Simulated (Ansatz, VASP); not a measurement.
Ga2SnO4 in VASP and in Ansatz

```xyz
14
Lattice="5.2883 0.0000 0.0000 -2.6441 4.5798 0.0000 0.0000 0.0000 8.9108" Properties=species:S:1:pos:R:3 pbc="T T T"
Ga    2.6441    1.5266    8.5017
Ga    2.6441    1.5266    4.8645
Ga    0.0000    3.0532    4.0463
Ga    0.0000    3.0532    0.4091
Sn    0.0000    0.0000    2.2277
Sn    0.0000    0.0000    6.6831
O     2.6441    1.5266    6.6831
O     1.8116    3.1377    0.0000
O     0.0000    3.0532    2.2277
O     3.6231    0.0000    4.4554
O     0.8326    1.4420    4.4554
O     1.6651    0.0000    0.0000
O    -1.8116    3.1377    4.4554
O    -0.8326    1.4420    0.0000
```

Alike in both runs: functional PBE; k mesh 6 × 6 × 4; occupations gaussian, width 0.02 eV; no spin polarisation.

Ansatz relaxed the structure, and its values are those at the end. VASP's run is a single point on that final structure, the one shown.

|  | VASP | Ansatz |
| --- | --- | --- |
| version | VASP 6.6.1 | Ansatz 0.2.0 |
| potentials or method | VASP PAW PBE potentials, release 64 (Ga_d, Sn_d, O), cutoff 520 eV | scalar-relativistic, plane waves, PAW |
| valence electrons in the cell | 128 | 128 |

VASP gave:

| Item | Value |
| --- | --- |
| gap on the k mesh at the Fermi level (eV) | 2.48 |
| least direct gap on the mesh (eV) | 2.55 |
| pressure (GPa) | 0.2 |
| rms of the force components (eV/Å) | 0.014 |

**Question.** Which values does Ansatz return?

**Answer.** gap on the k mesh at the Fermi level (eV): 2.48; least direct gap on the mesh (eV): 2.55; pressure (GPa): 0.0; rms of the force components (eV/Å): 0.000.
